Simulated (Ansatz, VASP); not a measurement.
**Two plane-wave programs on InP**

```
CELL_PARAMETERS angstrom
0.00000 2.95198 2.95198
2.95198 0.00000 2.95198
2.95198 2.95198 0.00000
ATOMIC_POSITIONS crystal
In 0.00000 0.00000 0.00000
P 0.25000 0.25000 0.25000
```

Alike in both runs: task single point; functional PBEsol; k mesh 1 × 1 × 1; occupations gaussian, width 0.1 eV; collinear spin.

|  | VASP | Ansatz |
| --- | --- | --- |
| version | VASP 6.6.1 | Ansatz 0.2.0 |
| potentials or method | VASP PAW PBE potentials, release 64 (In_d, P) | scalar-relativistic, plane waves, PAW (harder set) |
| plane-wave cutoff (eV) | 500 | 710 |
| valence electrons in the cell | 18 | 26 |

```csv
,VASP,Ansatz,Ansatz less VASP
net moment per atom (μB),1.00,1.00,-0.002
size of the moment on the site where the two differ most (μB),0.82,0.99,+0.171
```

VASP's potentials were made for PBE, not for PBEsol. Site moments also hang on the region over which each program counts them. The functional is the same, so the differences come from potentials, cutoffs and numerics. VASP's potentials hold 18 valence electrons a cell and Ansatz's 26, so a difference there can come from the potentials and not from the codes. Ansatz's warnings: no starting moments, stability check not made.

The k mesh is coarse, so the values compare programs but aren't converged.
